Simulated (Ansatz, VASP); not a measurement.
**HfN: VASP beside Ansatz**

```
Hf N
1.0
     0.00000    2.25849    2.25849
     2.25849    0.00000    2.25849
     2.25849    2.25849    0.00000
Hf N
1 1
Direct
  0.00000 0.00000 0.00000
  0.50000 0.50000 0.50000
```

Alike in both runs: functional PBE; dispersion D3(BJ); k mesh 16 × 16 × 16; occupations gaussian, width 0.1 eV; no spin polarisation.

Ansatz relaxed the structure, and its values are those at the end. VASP's run is a single point on that final structure, the one shown.

|  | VASP | Ansatz |
| --- | --- | --- |
| version | VASP 6.6.1 | Ansatz 0.2.0 |
| potentials or method | VASP PAW PBE potentials, release 64 (Hf_pv, N), cutoff 600 eV | scalar-relativistic, plane waves, PAW |
| valence electrons in the cell | 15 | 31 |

|  | VASP | Ansatz | Ansatz less VASP |
| --- | --- | --- | --- |
| gap on the k mesh at the Fermi level (eV) | none | none | - |
| pressure (GPa) | -2.5 | 0.0 | +2.53 |

A gap of «none» marks a metal or a gap that the smearing closes. VASP's potentials hold 15 valence electrons a cell and Ansatz's 31, so a difference there can come from the potentials and not from the codes.

Neither program's run includes spin-orbit coupling.
